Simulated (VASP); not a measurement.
Crystal: KTaO3.

```
CELL_PARAMETERS angstrom
3.98830 0.00000 0.00000
0.00000 3.98830 0.00000
0.00000 0.00000 3.98830
ATOMIC_POSITIONS crystal
Ta 0.00000 0.00000 0.00000
K 0.50000 0.50000 0.50000
O 0.00000 0.00000 0.50000
O 0.00000 0.50000 0.00000
O 0.50000 0.00000 0.00000
```

Program: VASP 6.6.1. Alike in all runs: task single point; potentials or basis VASP PAW PBE potentials, release 64 (Ta_pv, K_sv, O); no spin polarisation; cell as given; cutoff (eV) 520; smearing fermi-dirac 0.05 eV.

Q: Order these runs on this cell by their pressure, lowest first.
A. level r2SCAN+D4; k mesh 7 × 7 × 7
B. level BLYP; k mesh 7 × 7 × 7
C. level PBE; k mesh 12 × 12 × 12

A: A (0.4 GPa), C (6.1 GPa), B (11.6 GPa).

Caveats: the cell stands under pressure (at least some runs); the PAW data sets were made with another functional, which shifts forces and pressure a little (at least some runs).
